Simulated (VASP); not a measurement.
# Ti3H2 (C2) in VASP: single point with PBE

Aim: the single point of Ti3H2 with PBE.

All numbers are computed with VASP 6.6.1; they aren't measurements. Logs are shortened: lines on timing, memory, paths and dates and some standing lists are left out, and cuts for length are marked.

## Step 1: The cell of the first run

Symmetry: C2, No. 5, monoclinic system. Conventional cell: a = 5.254 Å, b = 2.938 Å, c = 7.480 Å, α = 90.00°, β = 95.07°, γ = 90.00°. Within 2.6 Å of Ti (site symmetry 1) lie 1 H at 1.93 Å. Within 2.5 Å of Ti (site symmetry 2) lie 6 H at 1.86 to 1.90 Å. H (site symmetry 1) has 4 Ti at 1.86 to 1.93 Å and 3 H at 2.26 to 2.34 Å within 2.5 Å.

## Step 2: Single point, PBE

INCAR

```
ALGO = Normal
EDIFF = 1E-6
ENCUT = 520
GGA = PE
ISIF = 2
ISMEAR = 0
LASPH = True
LCHARG = False
LREAL = False
LWAVE = False
NBANDS = 27
NELM = 80
PREC = Accurate
SIGMA = 0.1
```

KPOINTS

```
k-points
0
Gamma
  12 12 4
```

POSCAR

```
Ti3H2
1.0
    2.6270674116     -1.4691439089     -0.0209448262
    2.6270674116      1.4691439089     -0.0209448262
   -0.6016927179      0.0000000000      7.4552647320
Ti H
3 2
Direct
    0.2249385912      0.4180862349      0.3500409560
    0.5819137651      0.7750614088      0.6499590440
    0.0687181103      0.9312818897      0.0000000000
    0.4020081849      0.2806336043      0.1005890453
    0.7193663957      0.5979918151      0.8994109547
```

Potentials or basis: VASP PAW PBE potentials, release 64 (Ti_sv, H).

Run with:

```console
> cat potpaw_PBE.64/Ti_sv/POTCAR potpaw_PBE.64/H/POTCAR > POTCAR
> mpirun -np 1 vasp_std > vasp.out
```

OUTCAR:

```text
EDIFF = 1E-6
   ENCUT = 520
   GGA = PE
   ISIF = 2
   ISMEAR = 0
   LASPH = True
   LREAL = False
   NELM = 80
   PREC = Accurate

 ion  position               nearest neighbor table
   1  0.225  0.418  0.350-   2 2.79   2 2.84   2 2.84
   2  0.582  0.775  0.650-   1 2.79   1 2.84   1 2.84
   3  0.069  0.931  0.000-   5 1.86   4 1.86   5 1.88   4 1.88   5 1.90   4 1.90
   4  0.402  0.281  0.101-   3 1.86   3 1.88   3 1.90
   5  0.719  0.598  0.899-   3 1.86   3 1.88   3 1.90

  LATTYP: Found a base centered monoclinic cell.
 ALAT       =     5.2543018074
 B/A-ratio  =     0.5592156533
 C/A-ratio  =     1.4235013575
 COS(beta)  =    -0.0883895720

  Lattice vectors:

 A1 = (   2.6270674116,  -1.4691439089,  -0.0209448262)
 A2 = (   2.6270674116,   1.4691439089,  -0.0209448262)
 A3 = (  -0.6016927179,   0.0000000000,   7.4552647320)

Analysis of symmetry for initial positions (statically):
=====================================================================
 Subroutine PRICEL returns:
 Original cell was already a primitive cell.

 Routine SETGRP: Setting up the symmetry group for a
 base centered monoclinic supercell.

 Subroutine GETGRP returns: Found  2 space group operations
 (whereof  2 operations were pure point group operations)
 out of a pool of  4 trial point group operations.

The static configuration has the point symmetry C_2 .

Analysis of symmetry for dynamics (positions and initial velocities):
=====================================================================
 Subroutine PRICEL returns:
 Original cell was already a primitive cell.

 Routine SETGRP: Setting up the symmetry group for a
 base centered monoclinic supercell.

 Subroutine GETGRP returns: Found  2 space group operations
 (whereof  2 operations were pure point group operations)
 out of a pool of  4 trial point group operations.

The dynamic configuration has the point symmetry C_2 .

 Subroutine INISYM returns: Found  2 space group operations
 (whereof  2 operations are pure point group operations),
 and found     1 'primitive' translations

----------------------------------------------------------------------------------------

                                     Primitive cell

  volume of cell :      57.5108

  direct lattice vectors                    reciprocal lattice vectors
     2.627067412 -1.469143909 -0.020944826     0.190448837 -0.340334257  0.015370571
     2.627067412  1.469143909 -0.020944826     0.190448837  0.340334257  0.015370571
    -0.601692718  0.000000000  7.455264732     0.001070094  0.000000000  0.134219763

  length of vectors
     3.010034169  3.010034169  7.479505756     0.390300423  0.390300423  0.134224029

  position of ions in fractional coordinates (direct lattice)
     0.224938591  0.418086235  0.350040956
     0.581913765  0.775061409  0.649959044
     0.068718110  0.931281890  0.000000000
     0.402008185  0.280633604  0.100589045
     0.719366396  0.597991815  0.899410955

  ion indices of the primitive-cell ions
   primitive index   ion index
                 1           1
                 2           2
                 3           3
                 4           4
                 5           5

----------------------------------------------------------------------------------------

 KPOINTS: k-points

Automatic generation of k-mesh.
 Grid dimensions read from file:
 generate k-points for:   12   12    4

 Generating k-lattice:

  Cartesian coordinates                     Fractional coordinates (reciprocal lattice)
     0.015870736 -0.028361188  0.001280881     0.083333333 -0.000000000  0.000000000
     0.015870736  0.028361188  0.001280881    -0.000000000  0.083333333  0.000000000
     0.000267524  0.000000000  0.033554941     0.000000000  0.000000000  0.250000000

  Length of vectors
     0.032525035  0.032525035  0.033556007

  Shift w.r.t. Gamma in fractional coordinates (k-lattice)
     0.000000000  0.000000000  0.000000000

 Subroutine IBZKPT returns following result:
 ===========================================

 Found    164 irreducible k-points:

 Following reciprocal coordinates:
            Coordinates               Weight
  0.000000  0.000000  0.000000      1.000000
  0.083333  0.000000  0.000000      4.000000
  0.166667  0.000000  0.000000      4.000000
  0.250000 -0.000000 -0.000000      4.000000
  0.333333 -0.000000 -0.000000      4.000000
  0.416667 -0.000000 -0.000000      4.000000
[... 16 lines left out ...]
  0.500000  0.166667  0.000000      4.000000
 -0.416667  0.166667 -0.000000      4.000000
 [... further k-points ...]
   k-points           NKPTS =    164   k-points in BZ     NKDIM =    164   number of bands    NBANDS=     27
   number of dos      NEDOS =    301   number of ions     NIONS =      5
   total plane-waves  NPLWV =  32256
   dimension x,y,z NGX =    24 NGY =   24 NGZ =   56
   dimension x,y,z NGXF=    48 NGYF=   48 NGZF=  112
   ions per type =               3   2
   NGX,Y,Z   is equivalent  to a cutoff of  13.26, 13.26, 12.45 a.u.
   NGXF,Y,Z  is equivalent  to a cutoff of  26.51, 26.51, 24.89 a.u.
 SYSTEM =  unknown system
   PREC   = accura    normal or accurate (medium, high low for compatibility)
   ISTART =      0    job   : 0-new  1-cont  2-samecut
   ICHARG =      2    charge: 1-file 2-atom 10-const
   ISPIN  =      1    spin polarized calculation?
   LNONCOLLINEAR =      F non collinear calculations
   LSORBIT =      F    spin-orbit coupling
   LASPH  =      T    aspherical Exc in radial PAW
   ENCUT  =  520.0 eV  38.22 Ry    6.18 a.u.   5.60  5.60 13.91*2*pi/ulx,y,z
   NELM   =     80;   NELMIN=  2; NELMDL= -5     # of ELM steps
   EDIFF  = 0.1E-05   stopping-criterion for ELM
   LREAL  =      F    real-space projection
   EDIFFG = 0.1E-04   stopping-criterion for IOM
   NSW    =      0    number of steps for IOM
   IBRION =     -1    ionic relax: 0-MD 1-quasi-New 2-CG
   NFREE  =      0    steps in history (QN), initial steepest desc. (CG)
   ISIF   =      2    stress and relaxation
   ISYM   =      2    0-nonsym 1-usesym 2-fastsym
   POTIM  = 0.5000    time-step for ionic-motion
   TEBEG  =    0.0;   TEEND  =   0.0 temperature during run
   PSTRESS=    0.0 pullay stress
   NELECT =      38.0000    total number of electrons
   NUPDOWN=      -1.0000    fix difference up-down
   EMIN   =  10.00;   EMAX   =-10.00  energy-range for DOS
   EFERMI =   0.00;   METHOD = LEGACY
   ISMEAR =     0;   SIGMA  =   0.10  broadening in eV -4-tet -1-fermi 0-gaus
   EFERMI_NEDOS =   21; number of points for ismear=-14 and -15
   IALGO  =     38    algorithm
   IMIX   =      4    mixing-type and parameters
     AMIX     =   0.40;   BMIX     =  1.00
     AMIX_MAG =   1.60;   BMIX_MAG =  1.00
  volume/ion in A,a.u.               =      11.50        77.62
  Fermi-wavevector in a.u.,A,eV,Ry     =   1.425891  2.694543 27.662892  2.033165
  Thomas-Fermi vector in A             =   2.546227
   LORBIT       =      0    0 simple, 1 ext, 2 COOP (PROOUT), +10 PAW based schemes
   GGA     = PE    functional components
   LHFCALC =     F    Hartree Fock is set to
   AEXX    =    0.0000 exact exchange contribution
   IVDW    =     0    specifies the selected vdW correction
   LEPSILON=     F    determine dielectric tensor
   LRPA    =     F    only Hartree local field effects (RPA)
 non-spin polarized calculation
 Gauss-broadening in eV      SIGMA  =   0.10
  energy-cutoff  :      520.00
  volume of cell :       57.51
 maximum number of plane-waves:      1575
   NGX = 11   NGY = 11   NGZ = 27

 number of electron      37.9999998 magnetization

 Free energy of the ion-electron system (eV)
  ---------------------------------------------------
  ext. energy  EPLUGINS =         0.00000000
  ---------------------------------------------------
  free energy    TOTEN  =       -31.55630570 eV

  energy without entropy =      -31.53968172  energy(sigma->0) =      -31.54799371

 E-fermi :   7.6689     XC(G=0): -11.4173

 val. band max:        7.6657612815   @ k =   0.3333   0.3333   0.2500
 cond. band min:       7.6720311601   @ k =   0.5000   0.1667   0.2500
 fundamental gap:      0.0062698786
 Fermi energy:         7.6688556321

 k-point     1 :       0.0000    0.0000    0.0000
  band No.  band energies     occupation
      1     -49.1414      2.00000
      2     -49.0991      2.00000
      3     -49.0329      2.00000
      4     -25.5689      2.00000
      5     -25.4271      2.00000
      6     -25.2483      2.00000
[... 19 lines left out ...]
     26       9.8657      0.00000
     27      10.0696      0.00000

 k-point     2 :       0.0833    0.0000    0.0000
  band No.  band energies     occupation
      1     -49.1360      2.00000
      2     -49.0946      2.00000
      3     -49.0301      2.00000
      4     -25.5625      2.00000
      5     -25.4230      2.00000
      6     -25.2611      2.00000
[... 19 lines left out ...]
     26       9.8202      0.00000
     27       9.9885      0.00000

 k-point     3 :       0.1667    0.0000    0.0000
  band No.  band energies     occupation
      1     -49.1211      2.00000
      2     -49.0821      2.00000
      3     -49.0224      2.00000
      4     -25.5477      2.00000
      5     -25.4151      2.00000
      6     -25.3168      2.00000
[... 19 lines left out ...]
     26       9.6806      0.00000
     27       9.9505      0.00000

 k-point     4 :       0.2500   -0.0000   -0.0000
  band No.  band energies     occupation
      1     -49.1002      2.00000
      2     -49.0647      2.00000
      3     -49.0125      2.00000
      4     -25.5421      2.00000
      5     -25.4264      2.00000
      6     -25.4127      2.00000
[... 19 lines left out ...]
     26       9.7489      0.00000
     27      10.1177      0.00000

 k-point     5 :       0.3333   -0.0000   -0.0000
  band No.  band energies     occupation
      1     -49.0789      2.00000
      2     -49.0466      2.00000
      3     -49.0036      2.00000
      4     -25.5864      2.00000
      5     -25.4962      2.00000
      6     -25.4735      2.00000
[... 19 lines left out ...]
     26      10.2292      0.00000
     27      10.5315      0.00000

 k-point     6 :       0.4167   -0.0000   -0.0000
  band No.  band energies     occupation
      1     -49.0629      2.00000
      2     -49.0325      2.00000
      3     -48.9982      2.00000
      4     -25.6551      2.00000
      5     -25.5466      2.00000
      6     -25.5248      2.00000
[... 444 lines left out ...]
      1     -49.0913      2.00000
      2     -49.0599      2.00000
      3     -49.0120      2.00000
      4     -25.5643      2.00000
      5     -25.4482      2.00000
      6     -25.4225      2.00000
[... 19 lines left out ...]
     26       9.8322      0.00000
     27      10.3645      0.00000

 k-point    22 :       0.4167    0.1667   -0.0000
  band No.  band energies     occupation
      1     -49.0726      2.00000
      2     -49.0430      2.00000
      3     -49.0048      2.00000
      4     -25.5945      2.00000
      5     -25.4846      2.00000
      6     -25.4542      2.00000
[... 19 lines left out ...]
     26      10.3167      0.00000
     27      10.7138      0.00000

 k-point    23 :       0.5000    0.1667    0.0000
  band No.  band energies     occupation
      1     -49.0587      2.00000
      2     -49.0284      2.00000
      3     -49.0003      2.00000
      4     -25.6274      2.00000
      5     -25.5169      2.00000
      6     -25.4924      2.00000
[... 19 lines left out ...]
     26      10.6386      0.00000
     27      10.9131      0.00000

 k-point    24 :      -0.4167    0.1667   -0.0000
  band No.  band energies     occupation
      1     -49.0534      2.00000
      2     -49.0210      2.00000
      3     -48.9984      2.00000
      4     -25.6416      2.00000
      5     -25.5363      2.00000
      6     -25.5116      2.00000
[... 19 lines left out ...]
     26      10.6817      0.00000
     27      10.8627      0.00000

 [... further k-points ...]
[... 5 lines left out ...]
  --------------------------------------------------------------------------------------
  -------------------------------------------------------------------------------------
  Total       -0.0556553     -0.0549164     -0.0542413      0.0000000      0.0000000     -0.0147102
  in kB       -1.5504867     -1.5299015     -1.5110949      0.0000000      0.0000000     -0.4098069
  external PRESSURE =      -1.5304944 kB  Pullay stress =       0.0000000 kB

 VOLUME and BASIS-vectors are now :
 -----------------------------------------------------------------------------
  energy-cutoff  :      520.00
  volume of cell :       57.51
      direct lattice vectors                 reciprocal lattice vectors
     2.627067412 -1.469143909 -0.020944826     0.190448837 -0.340334257  0.015370571
     2.627067412  1.469143909 -0.020944826     0.190448837  0.340334257  0.015370571
    -0.601692718  0.000000000  7.455264732     0.001070094  0.000000000  0.134219763

 POSITION                                       TOTAL-FORCE (eV/Angst)
 -----------------------------------------------------------------------------------
      1.47865      0.28376      2.59618         0.000459      0.001237      0.010586
      3.17379      0.28376      4.81720        -0.000459      0.001237     -0.010586
      2.62707      1.26723     -0.02094         0.000000     -0.000080     -0.000000
      1.73282     -0.17832      0.73562         0.001854     -0.001197      0.003171
      2.91962     -0.17832      6.67775        -0.001854     -0.001197     -0.003171
 -----------------------------------------------------------------------------------
    total drift:                                0.000000      0.000016     -0.000000

  FREE ENERGIE OF THE ION-ELECTRON SYSTEM (eV)
  ---------------------------------------------------
  free  energy   TOTEN  =       -31.5563057011 eV

  energy  without entropy=      -31.5396817154  energy(sigma->0) =      -31.54799371
```

Wall time 1.8 min (1 thread of Intel Xeon 6975P-C (Granite Rapids), shared host); peak memory 0.32 GiB.

Results:

```
Free energy            : -31.5563 eV
Pressure               : -0.2 GPa
Largest force          : 0.011 eV/Å
Band gap on the k mesh : zero (bands 19 and 20 overlap by 1.04 eV)
```

Forces in eV/Å, atoms in the order of the input:
```
Ti   0.000  0.001  0.011
Ti   0.000  0.001 -0.011
Ti   0.000  0.000  0.000
H    0.002 -0.001  0.003
H   -0.002 -0.001 -0.003
```

Levels at points of the mesh, in eV from the Fermi level:
```tsv
k point	band 16	band 17	band 18	band 19	band 20	band 21	band 22	band 23
(0.00, 0.00, 0.00)	-2.20	-0.21	0.22	0.53	0.77	0.79	1.00	1.11
(0.50, 0.00, 0.00)	-1.85	-1.36	-0.92	-0.21	0.55	0.90	1.26	1.88
(0.50, 0.50, 0.00)	-1.48	-1.39	-1.00	-0.33	-0.22	0.85	1.27	1.87
(0.00, 0.00, 0.50)	-2.87	-0.38	0.24	0.44	0.78	0.90	1.04	1.13
(0.50, 0.00, 0.50)	-1.94	-1.64	-1.11	0.07	0.53	0.99	1.30	1.93
(0.50, 0.50, 0.50)	-1.89	-1.50	-1.19	-0.21	0.41	0.84	1.06	1.98
```
